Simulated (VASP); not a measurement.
Runs of VASP 6.6.1 on Ga2P. The structure is that of space group P6/mmm (No. 191), or close to it. The cells are those of the table. The cell was generated, and may not be a known phase.

```tsv
task	cell	k mesh	cutoff (eV)	gap on the mesh (eV)	pressure (GPa)	relaxed volume (Å³/atom)
single point	a = 4.817, b = 4.817, c = 2.693 Å, angles 90.0, 90.0, 120.0°, 3 atoms	12 × 12 × 16	520	none	0.1	-
relaxation of cell and atoms	relaxed from a = 4.036, b = 4.036, c = 4.304 Å, angles 90.0, 90.0, 120.0°, 3 atoms	12 × 12 × 12	600	none	0.1	18.13
relaxation of cell and atoms	relaxed from a = 4.770, b = 4.770, c = 2.763 Å, angles 90.0, 90.0, 120.0°, 3 atoms	12 × 12 × 16	600	none	0.0	(a)
single point	a = 4.036, b = 4.036, c = 4.304 Å, angles 90.0, 90.0, 120.0°, 3 atoms	6 × 6 × 4	520	none	2.2	-
single point	a = 4.770, b = 4.770, c = 2.763 Å, angles 90.0, 90.0, 120.0°, 3 atoms	12 × 12 × 12	520	none	0.0	-
```

Alike in all rows: level PBE; potentials or basis VASP PAW PBE potentials, release 64 (Ga_d, P); no spin polarisation; smearing gaussian 0.1 eV.

Question: Estimate the missing entries.

Answer: (a) 18.05.

Caveats: some runs use coarse meshes; a cell axis changed by over 15 % at a fixed basis, so the end point is rough (at least some runs).

A k mesh can miss the band edges, and the runs leave out spin-orbit coupling on Ga.

A gap of «none» marks levels without a gap at the run's occupations.
